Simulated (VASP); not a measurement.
# MgO in VASP: notebook

The runs below take MgO through single point, with PBE, r2SCAN.

All numbers are computed with VASP 6.6.1; they aren't measurements. Logs are shortened: lines on timing, memory, paths and dates and some standing lists are left out, and cuts for length are marked.

### Step 1. The cell of the first run

The structure is trigonal, space group R-3m (No. 166). Conventional cell: a = 3.032 Å, b = 3.032 Å, c = 7.234 Å, α = 90.00°, β = 90.00°, γ = 120.00°. Mg (site symmetry -3m) has 6 O at 2.13 Å within 2.8 Å. Within 2.8 Å of O (site symmetry -3m) lie 6 Mg at 2.13 Å.

### Step 2. Single point, PBE (epitaxial 111 strain +2.0%)

Contents of INCAR:

```
SYSTEM = MgO
ALGO = Normal
EDIFF = 1E-6
ENCUT = 520
GGA = PE
ISIF = 2
ISMEAR = 0
LASPH = .TRUE.
LCHARG = .FALSE.
LREAL = .FALSE.
LWAVE = .FALSE.
NBANDS = 11
NELM = 80
PREC = Accurate
SIGMA = 0.01
```

Contents of KPOINTS:

```
k-points
0
G
  6 6 6
  0 0 0
```

Contents of POSCAR:

```
MgO
1.0
   -0.0372806204      2.1069301434      2.1069301434
    2.1069301434     -0.0372806204      2.1069301434
    2.1069301434      2.1069301434     -0.0372806204
Mg O
1 1
Direct
    0.0000000000      0.0000000000      0.0000000000
    0.5000000000      0.5000000000      0.5000000000
```

Potentials or basis: VASP PAW PBE potentials, release 64 (Mg, O).

On the command line:

```
cat potpaw_PBE.64/Mg/POTCAR potpaw_PBE.64/O/POTCAR > POTCAR
mpirun -np 1 vasp_std > vasp.out
```

OUTCAR:

```text
SYSTEM = MgO
   EDIFF = 1E-6
   ENCUT = 520
   GGA = PE
   ISIF = 2
   ISMEAR = 0
   LASPH = .TRUE.
   LREAL = .FALSE.
   NELM = 80
   PREC = Accurate

 ion  position               nearest neighbor table
   1  0.000  0.000  0.000-   2 2.13   2 2.13   2 2.13   2 2.13   2 2.13   2 2.13
   2  0.500  0.500  0.500-   1 2.13   1 2.13   1 2.13   1 2.13   1 2.13   1 2.13

  LATTYP: Found a trigonal (rhomboedric) cell.
 ALAT       =     2.9798823975
 COS(alpha) =     0.4822302258

  Lattice vectors:

 A1 = (  -0.0372806204,   2.1069301434,   2.1069301434)
 A2 = (   2.1069301434,  -0.0372806204,   2.1069301434)
 A3 = (   2.1069301434,   2.1069301434,  -0.0372806204)

Analysis of symmetry for initial positions (statically):
=====================================================================
 Subroutine PRICEL returns:
 Original cell was already a primitive cell.

 Routine SETGRP: Setting up the symmetry group for a
 trigonal (rhombohedral) supercell.

 Subroutine GETGRP returns: Found 12 space group operations
 (whereof 12 operations were pure point group operations)
 out of a pool of 12 trial point group operations.

The static configuration has the point symmetry D_3d.

Analysis of symmetry for dynamics (positions and initial velocities):
=====================================================================
 Subroutine PRICEL returns:
 Original cell was already a primitive cell.

 Routine SETGRP: Setting up the symmetry group for a
 trigonal (rhombohedral) supercell.

 Subroutine GETGRP returns: Found 12 space group operations
 (whereof 12 operations were pure point group operations)
 out of a pool of 12 trial point group operations.

The dynamic configuration has the point symmetry D_3d.

 Subroutine INISYM returns: Found 12 space group operations
 (whereof 12 operations are pure point group operations),
 and found     1 'primitive' translations

----------------------------------------------------------------------------------------

                                     Primitive cell

  volume of cell :      19.2024

  direct lattice vectors                    reciprocal lattice vectors
    -0.037280620  2.106930143  2.106930143    -0.231104587  0.235267477  0.235267477
     2.106930143 -0.037280620  2.106930143     0.235267477 -0.231104587  0.235267477
     2.106930143  2.106930143 -0.037280620     0.235267477  0.235267477 -0.231104587

  length of vectors
     2.979882398  2.979882398  2.979882398     0.405106038  0.405106038  0.405106038

  position of ions in fractional coordinates (direct lattice)
     0.000000000  0.000000000  0.000000000
[... 83 lines left out ...]
   NFREE  =      0    steps in history (QN), initial steepest desc. (CG)
   ISIF   =      2    stress and relaxation
   ISYM   =      2    0-nonsym 1-usesym 2-fastsym
   POTIM  = 0.5000    time-step for ionic-motion
   TEBEG  =    0.0;   TEEND  =   0.0 temperature during run
   PSTRESS=    0.0 pullay stress
   NELECT =       8.0000    total number of electrons
   NUPDOWN=      -1.0000    fix difference up-down
   EMIN   =  10.00;   EMAX   =-10.00  energy-range for DOS
   EFERMI =   0.00;   METHOD = LEGACY
   ISMEAR =     0;   SIGMA  =   0.01  broadening in eV -4-tet -1-fermi 0-gaus
   EFERMI_NEDOS =   21; number of points for ismear=-14 and -15
   IALGO  =     38    algorithm
   IMIX   =      4    mixing-type and parameters
     AMIX     =   0.40;   BMIX     =  1.00
     AMIX_MAG =   1.60;   BMIX_MAG =  1.00
  volume/ion in A,a.u.               =       9.60        64.79
  Fermi-wavevector in a.u.,A,eV,Ry     =   1.222699  2.310566 20.340615  1.494993
  Thomas-Fermi vector in A             =   2.357837
   LORBIT       =      0    0 simple, 1 ext, 2 COOP (PROOUT), +10 PAW based schemes
   GGA     = PE    functional components
   LHFCALC =     F    Hartree Fock is set to
   AEXX    =    0.0000 exact exchange contribution
   IVDW    =     0    specifies the selected vdW correction
   LEPSILON=     F    determine dielectric tensor
   LRPA    =     F    only Hartree local field effects (RPA)
 non-spin polarized calculation
 Gauss-broadening in eV      SIGMA  =   0.01
  energy-cutoff  :      520.00
  volume of cell :       19.20
 maximum number of plane-waves:       531
 NGX is ok and might be reduce to    24
   NGX = 11   NGY = 11   NGZ = 11

 number of electron       8.0000002 magnetization

 Free energy of the ion-electron system (eV)
  ---------------------------------------------------
  ext. energy  EPLUGINS =         0.00000000
  ---------------------------------------------------
  free energy    TOTEN  =       -11.90365113 eV

  energy without entropy =      -11.90365113  energy(sigma->0) =      -11.90365113

 E-fermi :   3.2884     XC(G=0): -10.9495

 val. band max:        3.1126786767   @ k =   0.0000   0.0000   0.0000
 cond. band min:       7.4395182402   @ k =   0.0000   0.0000   0.0000
 fundamental gap:      4.3268395635
 Fermi energy:         3.2883643260

 k-point     1 :       0.0000    0.0000    0.0000
  band No.  band energies     occupation
      1     -14.1380      2.00000
      2       2.9255      2.00000
      3       2.9255      2.00000
      4       3.1127      2.00000
      5       7.4395      0.00000
      6      18.3776      0.00000
      7      18.3776      0.00000
      8      19.1577      0.00000
      9      22.4547      0.00000
     10      24.2266      0.00000
     11      24.2266      0.00000
[... 309 lines left out ...]
 k-point    24 :      -0.3333    0.5000    0.1667
  band No.  band energies     occupation
      1     -12.6352      2.00000
      2      -0.4706      2.00000
      3       0.8047      2.00000
      4       1.3760      2.00000
      5      13.3613      0.00000
      6      14.1315      0.00000
      7      15.2138      0.00000
      8      19.0978      0.00000
      9      22.7872      0.00000
     10      27.2617      0.00000
     11      28.6728      0.00000

 [... further k-points ...]
[... 5 lines left out ...]
  --------------------------------------------------------------------------------------
  -------------------------------------------------------------------------------------
  Total       -0.0513496     -0.0513496     -0.0513496      0.2897680      0.2897680      0.2897680
  in kB       -4.2844204     -4.2844204     -4.2844204     24.1771632     24.1771632     24.1771632
  external PRESSURE =      -4.2844204 kB  Pullay stress =       0.0000000 kB

 VOLUME and BASIS-vectors are now :
 -----------------------------------------------------------------------------
  energy-cutoff  :      520.00
  volume of cell :       19.20
      direct lattice vectors                 reciprocal lattice vectors
    -0.037280620  2.106930143  2.106930143    -0.231104587  0.235267477  0.235267477
     2.106930143 -0.037280620  2.106930143     0.235267477 -0.231104587  0.235267477
     2.106930143  2.106930143 -0.037280620     0.235267477  0.235267477 -0.231104587

 POSITION                                       TOTAL-FORCE (eV/Angst)
 -----------------------------------------------------------------------------------
      0.00000      0.00000      0.00000         0.000000      0.000000     -0.000000
      2.08829      2.08829      2.08829        -0.000000     -0.000000      0.000000
 -----------------------------------------------------------------------------------
    total drift:                               -0.000000     -0.000000      0.000000

  FREE ENERGIE OF THE ION-ELECTRON SYSTEM (eV)
  ---------------------------------------------------
  free  energy   TOTEN  =       -11.9036511303 eV

  energy  without entropy=      -11.9036511303  energy(sigma->0) =      -11.90365113
```

It used 4.7 s of CPU time on 1 thread of Intel Xeon 6975P-C (shared host).

What came out:

| Property | Result |
| --- | --- |
| Free energy | -11.9037 eV |
| Pressure | -0.4 GPa |
| Band gap on the k mesh | 4.33 eV, direct |

Levels at points of the mesh, in eV from the valence-band top:
```
           k point  band 1  band 2  band 3  band 4  band 5  band 6  band 7  band 8
(0.00, 0.00, 0.00)  -17.25   -0.19   -0.19    0.00    4.33   15.26   15.26   16.04
(0.50, 0.00, 0.00)  -16.05   -4.66   -0.78   -0.64    7.65   12.06   15.86   16.21
(0.50, 0.50, 0.00)  -15.78   -4.10   -1.54   -1.33    8.89    9.61   12.67   18.25
(0.50, 0.50, 0.50)  -15.97   -4.53   -0.86   -0.86    7.43   12.45   15.53   15.53
```

Caveat: the k points lie up to 0.42 Å⁻¹ apart; the cell differs from its parent crystal (epitaxial 111 strain +2.0%).

### Step 3. Single point, PBE (epitaxial 111 strain +3.0%)

Contents of INCAR:

```
  PREC = Accurate
  ENCUT = 520
  EDIFF = 1E-7
  ISMEAR = 0
  SIGMA = 0.01
  LREAL = False
  LASPH = True
  NELM = 60
  ALGO = Normal
  ISIF = 2
  LWAVE = False
  LCHARG = False
  GGA = PE
  NBANDS = 11
```

Contents of KPOINTS:

```
Automatic mesh
0
Gamma
  6 6 6
```

Contents of POSCAR:

```
MgO
1.0
   -0.0559818621      2.1092505758      2.1092505758
    2.1092505758     -0.0559818621      2.1092505758
    2.1092505758      2.1092505758     -0.0559818621
Mg O
1 1
Direct
    0.0000000000      0.0000000000      0.0000000000
    0.5000000000      0.5000000000      0.5000000000
```

Potentials or basis: VASP PAW PBE potentials, release 64 (Mg, O).

On the command line:

```
cat potpaw_PBE.64/Mg/POTCAR potpaw_PBE.64/O/POTCAR > POTCAR
mpirun -np 1 vasp_std > vasp.out
```

OUTCAR:

```text
PREC = Accurate
   ENCUT = 520
   EDIFF = 1E-7
   ISMEAR = 0
   LREAL = False
   LASPH = True
   NELM = 60
   ISIF = 2
   GGA = PE

 ion  position               nearest neighbor table
   1  0.000  0.000  0.000-   2 2.14   2 2.14   2 2.14   2 2.14   2 2.14   2 2.14
   2  0.500  0.500  0.500-   1 2.14   1 2.14   1 2.14   1 2.14   1 2.14   1 2.14

  LATTYP: Found a trigonal (rhomboedric) cell.
 ALAT       =     2.9834560416
 COS(alpha) =     0.4732921842

  Lattice vectors:

 A1 = (  -0.0559818621,   2.1092505758,   2.1092505758)
 A2 = (   2.1092505758,  -0.0559818621,   2.1092505758)
 A3 = (   2.1092505758,   2.1092505758,  -0.0559818621)

Analysis of symmetry for initial positions (statically):
=====================================================================
 Subroutine PRICEL returns:
 Original cell was already a primitive cell.

 Routine SETGRP: Setting up the symmetry group for a
 trigonal (rhombohedral) supercell.

 Subroutine GETGRP returns: Found 12 space group operations
 (whereof 12 operations were pure point group operations)
 out of a pool of 12 trial point group operations.

The static configuration has the point symmetry D_3d.

Analysis of symmetry for dynamics (positions and initial velocities):
=====================================================================
 Subroutine PRICEL returns:
 Original cell was already a primitive cell.

 Routine SETGRP: Setting up the symmetry group for a
 trigonal (rhombohedral) supercell.

 Subroutine GETGRP returns: Found 12 space group operations
 (whereof 12 operations were pure point group operations)
 out of a pool of 12 trial point group operations.

The dynamic configuration has the point symmetry D_3d.

 Subroutine INISYM returns: Found 12 space group operations
 (whereof 12 operations are pure point group operations),
 and found     1 'primitive' translations

----------------------------------------------------------------------------------------

                                     Primitive cell
[... 114 lines left out ...]
  Thomas-Fermi vector in A             =   2.351502
   LORBIT       =      0    0 simple, 1 ext, 2 COOP (PROOUT), +10 PAW based schemes
   GGA     = PE    functional components
   LHFCALC =     F    Hartree Fock is set to
   AEXX    =    0.0000 exact exchange contribution
   IVDW    =     0    specifies the selected vdW correction
   LEPSILON=     F    determine dielectric tensor
   LRPA    =     F    only Hartree local field effects (RPA)
 non-spin polarized calculation
 Gauss-broadening in eV      SIGMA  =   0.01
  energy-cutoff  :      520.00
  volume of cell :       19.51
 maximum number of plane-waves:       535
 NGX is ok and might be reduce to    24
   NGX = 11   NGY = 11   NGZ = 11

 number of electron       8.0000000 magnetization

 Free energy of the ion-electron system (eV)
  ---------------------------------------------------
  ext. energy  EPLUGINS =         0.00000000
  ---------------------------------------------------
  free energy    TOTEN  =       -11.89150436 eV

  energy without entropy =      -11.89150436  energy(sigma->0) =      -11.89150436

 E-fermi :   3.1120     XC(G=0): -10.8747

 val. band max:        3.0558117497   @ k =   0.0000   0.0000   0.0000
 cond. band min:       7.1633832884   @ k =   0.0000   0.0000   0.0000
 fundamental gap:      4.1075715387
 Fermi energy:         3.1120369444

 k-point     1 :       0.0000    0.0000    0.0000
  band No.  band energies     occupation
      1     -14.1726      2.00000
      2       2.7845      2.00000
      3       2.7845      2.00000
      4       3.0558      2.00000
      5       7.1634      0.00000
      6      18.0508      0.00000
      7      18.0508      0.00000
      8      19.2216      0.00000
      9      22.1820      0.00000
     10      23.9721      0.00000
     11      23.9721      0.00000
[... 309 lines left out ...]
 k-point    24 :      -0.3333    0.5000    0.1667
  band No.  band energies     occupation
      1     -12.7143      2.00000
      2      -0.5261      2.00000
      3       0.7197      2.00000
      4       1.3016      2.00000
      5      13.1012      0.00000
      6      13.8973      0.00000
      7      14.9535      0.00000
      8      18.7556      0.00000
      9      22.4585      0.00000
     10      26.9287      0.00000
     11      28.2466      0.00000

 [... further k-points ...]
[... 5 lines left out ...]
  --------------------------------------------------------------------------------------
  -------------------------------------------------------------------------------------
  Total       -0.3349660     -0.3349660     -0.3349660      0.4239068      0.4239068      0.4239068
  in kB      -27.5008405    -27.5008405    -27.5008405     34.8029220     34.8029220     34.8029220
  external PRESSURE =     -27.5008405 kB  Pullay stress =       0.0000000 kB

 VOLUME and BASIS-vectors are now :
 -----------------------------------------------------------------------------
  energy-cutoff  :      520.00
  volume of cell :       19.51
      direct lattice vectors                 reciprocal lattice vectors
    -0.055981862  2.109250576  2.109250576    -0.227816411  0.234027769  0.234027769
     2.109250576 -0.055981862  2.109250576     0.234027769 -0.227816411  0.234027769
     2.109250576  2.109250576 -0.055981862     0.234027769  0.234027769 -0.227816411

 POSITION                                       TOTAL-FORCE (eV/Angst)
 -----------------------------------------------------------------------------------
      0.00000      0.00000      0.00000         0.000000      0.000000     -0.000000
      2.08126      2.08126      2.08126        -0.000000     -0.000000      0.000000
 -----------------------------------------------------------------------------------
    total drift:                               -0.000000     -0.000000      0.000000

  FREE ENERGIE OF THE ION-ELECTRON SYSTEM (eV)
  ---------------------------------------------------
  free  energy   TOTEN  =       -11.8915043575 eV

  energy  without entropy=      -11.8915043575  energy(sigma->0) =      -11.89150436
```

stdout:

```text
POSCAR found type information on POSCAR MgO
 POSCAR found :  2 types and       2 ions
 scaLAPACK will be used
 LDA part: xc-table for (Slater+PW92), standard interpolation
 POSCAR, INCAR and KPOINTS ok, starting setup
 FFT: planning ... GRIDC
 FFT: planning ... GRID_SOFT
 FFT: planning ... GRID
 WAVECAR not read
 entering main loop
```

It used 5.3 s of CPU time on 1 thread of Intel Xeon 6975P-C, with other jobs on the host.

What came out:

| Property | Result |
| --- | --- |
| Free energy | -11.8915 eV |
| Pressure | -2.8 GPa |
| Band gap on the k mesh | 4.11 eV, direct |

Levels at points of the mesh, in eV from the valence-band top:
| k point | band 1 | band 2 | band 3 | band 4 | band 5 | band 6 | band 7 | band 8 |
| --- | --- | --- | --- | --- | --- | --- | --- | --- |
| (0.00, 0.00, 0.00) | -17.23 | -0.27 | -0.27 | 0.00 | 4.11 | 14.99 | 14.99 | 16.17 |
| (0.50, 0.00, 0.00) | -16.08 | -4.66 | -0.83 | -0.63 | 7.51 | 11.77 | 15.62 | 16.15 |
| (0.50, 0.50, 0.00) | -15.80 | -4.09 | -1.62 | -1.31 | 8.72 | 9.48 | 12.43 | 17.86 |
| (0.50, 0.50, 0.50) | -15.96 | -4.47 | -0.95 | -0.95 | 7.20 | 12.35 | 15.13 | 15.13 |

Caveat: the k points lie up to 0.42 Å⁻¹ apart; the cell differs from its parent crystal (epitaxial 111 strain +3.0%).

(Continued in part 2 of 3.)
